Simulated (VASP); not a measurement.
# BN (P6_3/mmc) in VASP: further runs

Runs on BN. Level: r2SCAN. Tasks: single point.

Program: VASP 6.6.1. These are calculated values, not measurements. Logs are shortened: lines on timing, memory, paths and dates and some standing lists are left out, and cuts for length are marked.

## 1. The cell of the first run

It takes space group P6_3/mmc (No. 194, hexagonal). The conventional cell has a = 2.640 Å, b = 2.640 Å, c = 6.168 Å, α = 90.00°, β = 90.00°, γ = 120.00°. Within 2.0 Å of B (site symmetry -6m2) lie 3 N at 1.52 Å. Within 2.0 Å of N (site symmetry -6m2) lie 3 B at 1.52 Å.

## 2. Single point, r2SCAN

Contents of POSCAR:

```
BN
1.0
    2.6401975853      0.0000000000      0.0000000000
   -1.3200987927      2.2864781799      0.0000000000
    0.0000000000      0.0000000000      6.1683029011
B N
2 2
Direct
    0.3333333333      0.6666666667      0.2500000000
    0.6666666667      0.3333333333      0.7500000000
    0.3333333333      0.6666666667      0.7500000000
    0.6666666667      0.3333333333      0.2500000000
```

Contents of INCAR.step1:

```
SYSTEM = BN
ALGO = Normal
EDIFF = 1E-4
ENCUT = 520
GGA = PE
ISMEAR = 0
LASPH = .TRUE.
LCHARG = .FALSE.
LREAL = .FALSE.
LWAVE = .TRUE.
NBANDS = 16
NELM = 80
PREC = Accurate
SIGMA = 0.05
```

Contents of INCAR.step2:

```
SYSTEM = BN
ALGO = Normal
EDIFF = 1E-6
ENCUT = 520
ISIF = 2
ISMEAR = 0
ISTART = 1
LASPH = .TRUE.
LCHARG = .FALSE.
LMIXTAU = .TRUE.
LREAL = .FALSE.
LWAVE = .FALSE.
METAGGA = R2SCAN
NBANDS = 16
NELM = 80
PREC = Accurate
SIGMA = 0.05
```

Contents of KPOINTS:

```
k-points
0
G
  12 12 4
  0 0 0
```

Potentials or basis: VASP PAW PBE potentials, release 64 (B, N).

On the command line:

```
$ cat potpaw_PBE.64/B/POTCAR potpaw_PBE.64/N/POTCAR > POTCAR
$ cp INCAR.step1 INCAR
$ mpirun -np 1 vasp_std > vasp.out
$ cp INCAR.step2 INCAR
$ mpirun -np 1 vasp_std > vasp.out
```

OUTCAR:

```text
SYSTEM = BN
   EDIFF = 1E-6
   ENCUT = 520
   ISIF = 2
   ISMEAR = 0
   ISTART = 1
   LASPH = .TRUE.
   LREAL = .FALSE.
   METAGGA = R2SCAN
   NELM = 80
   PREC = Accurate

 ion  position               nearest neighbor table
   1  0.333  0.667  0.250-   4 1.52   4 1.52   4 1.52
   2  0.667  0.333  0.750-   3 1.52   3 1.52   3 1.52
   3  0.333  0.667  0.750-   2 1.52   2 1.52   2 1.52
   4  0.667  0.333  0.250-   1 1.52   1 1.52   1 1.52

  LATTYP: Found a hexagonal cell.
 ALAT       =     2.6401975853
 C/A-ratio  =     2.3363035159

  Lattice vectors:

 A1 = (   2.6401975853,   0.0000000000,   0.0000000000)
 A2 = (  -1.3200987927,   2.2864781799,   0.0000000000)
 A3 = (   0.0000000000,   0.0000000000,   6.1683029011)

Analysis of symmetry for initial positions (statically):
=====================================================================
 Subroutine PRICEL returns:
 Original cell was already a primitive cell.

 Routine SETGRP: Setting up the symmetry group for a
 hexagonal supercell.

 Subroutine GETGRP returns: Found 24 space group operations
 (whereof 12 operations were pure point group operations)
 out of a pool of 24 trial point group operations.

The static configuration has the point symmetry D_3d.
 The point group associated with its full space group is D_6h.

Analysis of symmetry for dynamics (positions and initial velocities):
=====================================================================
 Subroutine PRICEL returns:
 Original cell was already a primitive cell.

 Routine SETGRP: Setting up the symmetry group for a
 hexagonal supercell.

 Subroutine GETGRP returns: Found 24 space group operations
 (whereof 12 operations were pure point group operations)
 out of a pool of 24 trial point group operations.

The dynamic configuration has the point symmetry D_3d.
 The point group associated with its full space group is D_6h.

 Subroutine INISYM returns: Found 24 space group operations
 (whereof 12 operations are pure point group operations),
 and found     1 'primitive' translations

----------------------------------------------------------------------------------------

                                     Primitive cell

  volume of cell :      37.2365

  direct lattice vectors                    reciprocal lattice vectors
     2.640197585  0.000000000  0.000000000     0.378759531  0.218676917  0.000000000
    -1.320098793  2.286478180  0.000000000     0.000000000  0.437353835  0.000000000
     0.000000000  0.000000000  6.168302901     0.000000000  0.000000000  0.162119146

  length of vectors
     2.640197585  2.640197585  6.168302901     0.437353835  0.437353835  0.162119146

  position of ions in fractional coordinates (direct lattice)
     0.333333333  0.666666667  0.250000000
     0.666666667  0.333333333  0.750000000
     0.333333333  0.666666667  0.750000000
     0.666666667  0.333333333  0.250000000

  ion indices of the primitive-cell ions
   primitive index   ion index
                 1           1
                 2           2
                 3           3
                 4           4

----------------------------------------------------------------------------------------

 KPOINTS: k-points

Automatic generation of k-mesh.
 Grid dimensions read from file:
 generate k-points for:   12   12    4

 Generating k-lattice:

  Cartesian coordinates                     Fractional coordinates (reciprocal lattice)
     0.031563294  0.018223076  0.000000000     0.083333333  0.000000000  0.000000000
     0.000000000  0.036446153  0.000000000     0.000000000  0.083333333  0.000000000
     0.000000000  0.000000000  0.040529787     0.000000000  0.000000000  0.250000000

  Length of vectors
     0.036446153  0.036446153  0.040529787

  Shift w.r.t. Gamma in fractional coordinates (k-lattice)
     0.000000000  0.000000000  0.000000000

 Subroutine IBZKPT returns following result:
 ===========================================

 Found     57 irreducible k-points:

 Following reciprocal coordinates:
            Coordinates               Weight
  0.000000  0.000000  0.000000      1.000000
  0.083333  0.000000  0.000000      6.000000
  0.166667  0.000000  0.000000      6.000000
  0.250000  0.000000  0.000000      6.000000
  0.333333  0.000000  0.000000      6.000000
  0.416667  0.000000  0.000000      6.000000
[... 16 lines left out ...]
  0.250000  0.000000  0.250000     12.000000
  0.333333  0.000000  0.250000     12.000000
 [... further k-points ...]
   k-points           NKPTS =     57   k-points in BZ     NKDIM =     57   number of bands    NBANDS=     16
   number of dos      NEDOS =    301   number of ions     NIONS =      4
   total plane-waves  NPLWV =  19200
   dimension x,y,z NGX =    20 NGY =   20 NGZ =   48
   dimension x,y,z NGXF=    40 NGYF=   40 NGZF=   96
   ions per type =               2   2
   NGX,Y,Z   is equivalent  to a cutoff of  12.59, 12.59, 12.94 a.u.
   NGXF,Y,Z  is equivalent  to a cutoff of  25.19, 25.19, 25.87 a.u.
[... 62 lines left out ...]
 cond. band min:       6.5302278184   @ k =   0.5000   0.0000   0.0000
 fundamental gap:      4.4774089530
 Fermi energy:         2.3428630477

 k-point     1 :       0.0000    0.0000    0.0000
  band No.  band energies     occupation
      1     -15.9969      2.00000
      2     -15.4757      2.00000
      3      -4.0180      2.00000
      4      -0.8415      2.00000
      5       0.4504      2.00000
      6       0.4504      2.00000
[... 8 lines left out ...]
     15      13.1600      0.00000
     16      14.3606      0.00000

 k-point     2 :       0.0833    0.0000    0.0000
  band No.  band energies     occupation
      1     -15.8701      2.00000
      2     -15.3562      2.00000
      3      -3.8462      2.00000
      4      -0.6978      2.00000
      5      -0.1094      2.00000
      6      -0.0063      2.00000
[... 8 lines left out ...]
     15      13.6900      0.00000
     16      13.8688      0.00000

 k-point     3 :       0.1667    0.0000    0.0000
  band No.  band energies     occupation
      1     -15.4979      2.00000
      2     -15.0068      2.00000
      3      -3.3375      2.00000
      4      -1.5040      2.00000
      5      -1.3801      2.00000
      6      -0.3530      2.00000
[... 8 lines left out ...]
     15      14.8922      0.00000
     16      15.1333      0.00000

 k-point     4 :       0.2500    0.0000    0.0000
  band No.  band energies     occupation
      1     -14.9092      2.00000
      2     -14.4600      2.00000
      3      -3.2344      2.00000
      4      -3.0737      2.00000
      5      -2.5165      2.00000
      6      -1.0175      2.00000
[... 8 lines left out ...]
     15      16.9596      0.00000
     16      17.1755      0.00000

 k-point     5 :       0.3333    0.0000    0.0000
  band No.  band energies     occupation
      1     -14.1742      2.00000
      2     -13.7953      2.00000
      3      -4.9121      2.00000
      4      -4.7231      2.00000
      5      -1.5909      2.00000
      6      -1.4445      2.00000
[... 8 lines left out ...]
     15      17.9951      0.00000
     16      19.2510      0.00000

 k-point     6 :       0.4167    0.0000    0.0000
  band No.  band energies     occupation
      1     -13.4572      2.00000
      2     -13.1939      2.00000
      3      -6.1951      2.00000
      4      -6.0119      2.00000
      5      -1.9681      2.00000
      6      -1.8046      2.00000
[... 8 lines left out ...]
     15      17.4226      0.00000
     16      21.2184      0.00000
[... 267 lines left out ...]
 k-point    21 :       0.0833    0.0000    0.2500
  band No.  band energies     occupation
      1     -15.8009      2.00000
      2     -15.4382      2.00000
      3      -3.4745      2.00000
      4      -1.3041      2.00000
      5      -0.0908      2.00000
      6      -0.0092      2.00000
[... 8 lines left out ...]
     15      13.6495      0.00000
     16      13.7782      0.00000

 k-point    22 :       0.1667    0.0000    0.2500
  band No.  band energies     occupation
      1     -15.4314      2.00000
      2     -15.0848      2.00000
      3      -2.9855      2.00000
      4      -1.4781      2.00000
      5      -1.4430      2.00000
      6      -0.7905      2.00000
[... 8 lines left out ...]
     15      14.9249      0.00000
     16      15.0950      0.00000

 k-point    23 :       0.2500    0.0000    0.2500
  band No.  band energies     occupation
      1     -14.8480      2.00000
      2     -14.5308      2.00000
      3      -3.2414      2.00000
      4      -3.1123      2.00000
      5      -2.1306      2.00000
      6      -0.9964      2.00000
[... 8 lines left out ...]
     15      16.9871      0.00000
     16      17.1391      0.00000

 k-point    24 :       0.3333    0.0000    0.2500
  band No.  band energies     occupation
      1     -14.1218      2.00000
      2     -13.8542      2.00000
      3      -4.8964      2.00000
      4      -4.7609      2.00000
      5      -1.5683      2.00000
      6      -1.4571      2.00000
[... 8 lines left out ...]
     15      18.7051      0.00000
     16      19.2696      0.00000

 [... further k-points ...]
[... 5 lines left out ...]
  --------------------------------------------------------------------------------------
  -------------------------------------------------------------------------------------
  Total      -11.6405301    -11.6405301      0.7653014      0.0000000     -0.0000000      0.0000000
  in kB     -500.8574731   -500.8574731     32.9286500      0.0000000     -0.0000000      0.0000000
  external PRESSURE =    -322.9287654 kB  Pullay stress =       0.0000000 kB

 VOLUME and BASIS-vectors are now :
 -----------------------------------------------------------------------------
  energy-cutoff  :      520.00
  volume of cell :       37.24
      direct lattice vectors                 reciprocal lattice vectors
     2.640197585  0.000000000  0.000000000     0.378759531  0.218676917  0.000000000
    -1.320098793  2.286478180  0.000000000     0.000000000  0.437353835  0.000000000
     0.000000000  0.000000000  6.168302901     0.000000000  0.000000000  0.162119146

 POSITION                                       TOTAL-FORCE (eV/Angst)
 -----------------------------------------------------------------------------------
     -0.00000      1.52432      1.54208        -0.000000     -0.000000      0.000000
      1.32010      0.76216      4.62623         0.000000      0.000000      0.000000
     -0.00000      1.52432      4.62623         0.000000     -0.000000      0.000000
      1.32010      0.76216      1.54208        -0.000000      0.000000      0.000000
 -----------------------------------------------------------------------------------
    total drift:                               -0.000000      0.000000     -0.000000

  FREE ENERGIE OF THE ION-ELECTRON SYSTEM (eV)
  ---------------------------------------------------
  free  energy   TOTEN  =       -37.9080857011 eV

  energy  without entropy=      -37.9080857011  energy(sigma->0) =      -37.90808570
```

Run time: 72 s. Hardware: 1 thread of Intel Xeon 6975P-C (Granite Rapids), shared host; peak memory 0.16 GiB.

What came out:

```
Free energy            : -37.9081 eV
Pressure               : -32.3 GPa
Band gap on the k mesh : 4.48 eV, indirect (least direct gap 4.68 eV)
```

Stress tensor (GPa, compression positive):
```
-50.09   0.00   0.00
  0.00 -50.09   0.00
  0.00   0.00   3.29
```

Levels at points of the mesh, in eV from the valence-band top:
```csv
k point,band 4,band 5,band 6,band 7,band 8,band 9,band 10,band 11,band 12,band 13
"(0.00, 0.00, 0.00)",-2.89,-1.60,-1.60,-1.50,-1.50,5.91,10.39,10.84,10.84,11.01
"(0.50, 0.00, 0.00)",-8.59,-4.15,-3.99,-1.71,-0.21,4.48,6.28,8.74,8.75,13.07
"(0.00, 0.00, 0.50)",-4.70,-1.55,-1.55,-1.55,-1.55,8.36,8.36,10.97,10.97,10.97
"(0.50, 0.00, 0.50)",-8.69,-4.07,-4.07,-0.87,-0.87,4.92,4.92,8.93,8.93,13.89
```

Caveat: the PAW data sets were made with another functional, which shifts forces and pressure a little. A k mesh can miss the band edges.

## 3. Single point, r2SCAN

This run uses another cell than the first one, of the same volume but with other edges.

Contents of POSCAR:

```
BN
1.0
    2.3535078764      0.0000000000      0.0000000000
   -1.1767539382      2.0381976089      0.0000000000
    0.0000000000      0.0000000000      7.7626005546
B N
2 2
Direct
    0.3333333333      0.6666666667      0.2500000000
    0.6666666667      0.3333333333      0.7500000000
    0.3333333333      0.6666666667      0.7500000000
    0.6666666667      0.3333333333      0.2500000000
```

Contents of INCAR.step1:

```
PREC = Accurate
ENCUT = 520
ISMEAR = 0
SIGMA = 0.05
LREAL = False
LASPH = True
NELM = 100
NBANDS = 16
GGA = PE
ALGO = Normal
EDIFF = 1E-4
LWAVE = True
LCHARG = False
```

Contents of INCAR.step2:

```
PREC = Accurate
ENCUT = 520
EDIFF = 1E-7
ISMEAR = 0
SIGMA = 0.05
LREAL = False
LASPH = True
NELM = 100
ALGO = Normal
ISIF = 2
LWAVE = False
LCHARG = False
METAGGA = R2SCAN
LMIXTAU = True
NBANDS = 16
ISTART = 1
```

Contents of KPOINTS:

```
Automatic mesh
0
Gamma
  12 12 4
```

Potentials or basis: VASP PAW PBE potentials, release 64 (B, N).

On the command line:

```
$ cat potpaw_PBE.64/B/POTCAR potpaw_PBE.64/N/POTCAR > POTCAR
$ cp INCAR.step1 INCAR
$ mpirun -np 1 vasp_std > vasp.out
$ cp INCAR.step2 INCAR
$ mpirun -np 1 vasp_std > vasp.out
```

Run time: 84 s. Hardware: 1 thread of Intel Xeon 6975P-C (Granite Rapids), shared host; peak memory 0.16 GiB.

It converged, with:

```yaml
Free_energy: -37.5379 eV
Pressure: 50.0 GPa
Band_gap_on_the_k_mesh: 4.57 eV, indirect (least direct gap 5.68 eV)
```

Stress tensor (GPa, compression positive):
```
75.64  0.00  0.00
 0.00 75.64  0.00
 0.00  0.00 -1.41
```

Levels at points of the mesh, in eV from the valence-band top:
```tsv
k point	band 5	band 6	band 7	band 8	band 9	band 10	band 11	band 12
(0.00, 0.00, 0.00)	-1.11	-1.11	-1.11	-1.11	4.57	8.81	13.05	13.98
(0.50, 0.00, 0.00)	-4.59	-4.58	-1.29	-0.94	5.45	6.19	11.77	12.87
(0.00, 0.00, 0.50)	-1.11	-1.11	-1.11	-1.11	6.25	6.25	13.99	13.99
(0.50, 0.00, 0.50)	-4.59	-4.59	-1.11	-1.11	5.75	5.75	12.46	12.46
```

Caveat: the PAW data sets were made with another functional, which shifts forces and pressure a little.

## 4. Single point, r2SCAN

This run uses another cell than the first one, of the same volume but with other edges.

Contents of POSCAR:

```
BN
1.0
    2.5714621072      0.0000000000      0.0000000000
   -1.2857310536      2.2269515097      0.0000000000
    0.0000000000      0.0000000000      6.5024690411
B N
2 2
Direct
    0.3333333333      0.6666666667      0.2500000000
    0.6666666667      0.3333333333      0.7500000000
    0.3333333333      0.6666666667      0.7500000000
    0.6666666667      0.3333333333      0.2500000000
```

Contents of INCAR.step1:

```
SYSTEM = BN
  PREC = Accurate
  ENCUT = 520
  ISMEAR = 0
  SIGMA = 0.05
  LREAL = .False.
  LASPH = .True.
  NELM = 60
  NBANDS = 16
  GGA = PE
  ALGO = Normal
  EDIFF = 1E-4
  LWAVE = .True.
  LCHARG = .False.
```

Contents of INCAR.step2:

```
SYSTEM = BN
  PREC = Accurate
  ENCUT = 520
  EDIFF = 1E-6
  ISMEAR = 0
  SIGMA = 0.05
  LREAL = .False.
  LASPH = .True.
  NELM = 60
  ALGO = Normal
  ISIF = 2
  LWAVE = .False.
  LCHARG = .False.
  METAGGA = R2SCAN
  LMIXTAU = .True.
  NBANDS = 16
  ISTART = 1
```

Contents of KPOINTS:

```
regular mesh
0
Gamma
  12 12 4
  0 0 0
```

On the command line:

```
$ cat potpaw_PBE.64/B/POTCAR potpaw_PBE.64/N/POTCAR > POTCAR
$ cp INCAR.step1 INCAR
$ mpirun -np 1 vasp_std > vasp.out
$ cp INCAR.step2 INCAR
$ mpirun -np 1 vasp_std > vasp.out
```

It took 59 s on 1 thread of Intel Xeon 6975P-C (Granite Rapids), shared host; peak memory 0.16 GiB.

The run converged. Its results:

| Property | Result |
| --- | --- |
| Free energy | -38.4137 eV |
| Pressure | -17.7 GPa |
| Band gap on the k mesh | 4.67 eV, indirect (least direct gap 5.02 eV) |

Stress tensor (GPa, compression positive):
```
-27.23   0.00   0.00
  0.00 -27.23   0.00
  0.00   0.00   1.27
```

Levels at points of the mesh, in eV from the valence-band top:
```csv
k point,band 4,band 5,band 6,band 7,band 8,band 9,band 10,band 11,band 12,band 13
"(0.00, 0.00, 0.00)",-3.65,-1.48,-1.48,-1.42,-1.42,5.72,10.98,11.58,11.58,11.72
"(0.50, 0.00, 0.00)",-8.89,-4.21,-4.11,-1.50,-0.34,4.67,6.21,9.45,9.72,13.09
"(0.00, 0.00, 0.50)",-5.04,-1.45,-1.45,-1.45,-1.45,8.20,8.20,11.66,11.66,11.66
"(0.50, 0.00, 0.50)",-8.95,-4.16,-4.16,-0.89,-0.89,5.13,5.13,9.76,9.76,14.01
```

Caveat: the PAW data sets were made with another functional, which shifts forces and pressure a little.

## 5. Overview

| cell | gap on the mesh (eV) | pressure (GPa) |
| --- | --- | --- |
| a = 2.640, b = 2.640, c = 6.168 Å, angles 90.0, 90.0, 120.0°, 4 atoms | 4.48 | -32.3 |
| a = 2.354, b = 2.354, c = 7.763 Å, angles 90.0, 90.0, 120.0°, 4 atoms | 4.57 | 50.0 |
| a = 2.571, b = 2.571, c = 6.502 Å, angles 90.0, 90.0, 120.0°, 4 atoms | 4.67 | -17.7 |

Alike in all rows: task single point; level r2SCAN; potentials or basis VASP PAW PBE potentials, release 64 (B, N); no spin polarisation; k mesh 12 × 12 × 4; cutoff (eV) 520; smearing gaussian 0.05 eV.

Caveats: the PAW data sets were made with another functional, which shifts forces and pressure a little.

Total energies depend on the potentials used, so only differences within one code and one set of settings carry meaning.
